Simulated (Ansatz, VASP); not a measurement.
## TaNb2O5 in VASP and in Ansatz

```
Ta Nb O
1.0
     3.72754    0.00000    0.00000
     0.00000    3.72754    0.00000
     0.00000    0.00000    5.80230
Ta Nb O
1 2 5
Direct
  0.00000 0.00000 0.00000
  0.50000 0.50000 0.50000
  0.00000 0.00000 0.50000
  0.00000 0.50000 0.29483
  0.50000 0.00000 0.29483
  0.00000 0.50000 0.70517
  0.50000 0.00000 0.70517
  0.50000 0.50000 0.00000
```

Alike in both runs: functional PBE; k mesh 3 × 3 × 3; occupations gaussian, width 0.15 eV; no spin polarisation.

Ansatz relaxed the structure, and its values are those at the end. VASP's run is a single point on that final structure, the one shown.

|  | VASP | Ansatz |
| --- | --- | --- |
| version | VASP 6.6.1 | Ansatz 0.2.0 |
| potentials or method | VASP PAW PBE potentials, release 64 (Ta_pv, Nb_sv, O), cutoff 600 eV | scalar-relativistic, plane waves, PAW |
| valence electrons in the cell | 67 | 69 |

Ansatz gave:

```
gap on the k mesh at the Fermi level (eV) : none
pressure (GPa)                            : 0.1
rms of the force components (eV/Å)        : 0.002
```

Q: What did VASP give for the same quantities?

A: gap on the k mesh at the Fermi level (eV): none; pressure (GPa): -0.2; rms of the force components (eV/Å): 0.005.

A gap of «none» marks a metal or a gap that the smearing closes. VASP's potentials hold 67 valence electrons a cell and Ansatz's 69, so a difference there can come from the potentials and not from the codes.

The k mesh is coarse, so the values compare programs but aren't converged. Spin-orbit coupling is off throughout.
